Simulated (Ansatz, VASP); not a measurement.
**One calculation of BN, two programs**

```
B N
1.0
     2.50612    0.00000    0.00000
    -1.25306    2.17037    0.00000
     0.00000    0.00000    6.59736
B N
2 2
Direct
  0.95577 0.91154 0.44179
  0.33333 0.66667 0.00000
  0.00000 0.00000 0.00000
  0.66667 0.33333 0.50000
```

Alike in both runs: task single point; functional PBE; dispersion D3(BJ); k mesh 12 × 12 × 4; occupations gaussian, width 0.05 eV; no spin polarisation.

```csv
,VASP,Ansatz
version,VASP 6.6.1,Ansatz 0.2.0
potentials or method,"VASP PAW PBE potentials, release 64 (B, N), cutoff 520 eV","scalar-relativistic, plane waves, PAW"
valence electrons in the cell,16,16
```

|  | VASP | Ansatz | Ansatz less VASP |
| --- | --- | --- | --- |
| gap on the k mesh at the Fermi level (eV) | 1.53 | 1.53 | -0.002 |
| least direct gap on the mesh (eV) | 2.37 | 2.37 | -0.001 |
| pressure (GPa) | 2.5 | 2.5 | -0.02 |
| traceless stress, the component that is largest in VASP (GPa) | 14.14 | 14.03 | -0.114 |
| rms of the force components (eV/Å) | 3.567 | 3.567 | -0.0006 |

Atom by atom the forces differ by 0.004 eV/Å (rms over components).
